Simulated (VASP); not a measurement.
Set up this calculation in VASP 6.6.1, as the native input.

| Quantity | Value |
| --- | --- |
| Task | single point |
| Functional | PBE |
| Potentials or basis | VASP PAW PBE potentials, release 64 (Mn_sv, S) |
| Cutoff | 680 eV |
| k mesh | 4 × 4 × 3 |
| Occupations | gaussian, width 0.05 eV |
| Spin | collinear spin, antiferromagnetic start |
| Starting moments | [5.0, -5.0, 0.0, 0.0] μB |
| Hubbard terms | Mn d U = 3.9 eV |
| Dipole correction | no |
| Further INCAR settings | ALGO = Normal; EDIFF = 1e-06; NBANDS = 33 |

The structure of MnS lies in POSCAR:

```
MnS
1.0
    0.0000000000      2.6543123020     -2.6543123020
    0.0000000000      2.6543123020      2.6543123020
    5.3086246040      0.0000000000      0.0000000000
Mn S
2 2
Direct
    0.0000000000      0.0000000000      0.0000000000
    0.5000000000      0.5000000000      0.5000000000
    0.0000000000      1.0000000000      0.5000000000
    0.5000000000      1.5000000000      1.0000000000
```

These files were run (other wordings do the same):

INCAR

```
PREC = Accurate
ENCUT = 680
EDIFF = 1E-6
ISMEAR = 0
SIGMA = 0.05
LREAL = False
LASPH = True
NELM = 200
ALGO = Normal
ISIF = 2
LWAVE = False
LCHARG = False
ISPIN = 2
MAGMOM = 5 -5 0 0
LORBIT = 11
LMAXMIX = 4
LDAU = True
LDAUTYPE = 2
LDAUL = 2 -1
LDAUU = 3.9 0
LDAUJ = 0 0
LDAUPRINT = 1
GGA = PE
NBANDS = 33
GGA_COMPAT = False
```

KPOINTS

```
regular mesh
0
Gamma
  4 4 3
```

Potentials or basis: VASP PAW PBE potentials, release 64 (Mn_sv, S).

The run is started by

```bash
$ cat potpaw_PBE.64/Mn_sv/POTCAR potpaw_PBE.64/S/POTCAR > POTCAR
$ mpirun -np 1 vasp_std > vasp.out
```

Results of the run:

| Item | Value |
| --- | --- |
| Pressure | -1.5 GPa |
| Band gap on the k mesh | 1.13 eV |
| Net moment | 0.00 μB per cell |
| Site moments | Mn +4.44, -4.44; S -0.03, +0.03 μB |
| Valence electrons inside the program's atomic spheres | Mn 12.81; S 3.76 |

Caveat: the antiferromagnetic order is the one typed at the start, and another may lie lower.

Run time: 66 s on 1 thread of Intel(R) Xeon(R) Platinum 8259CL CPU @ 2.50GHz (Skylake/Cascade Lake), with other jobs on the host, peak memory 0.27 GiB.
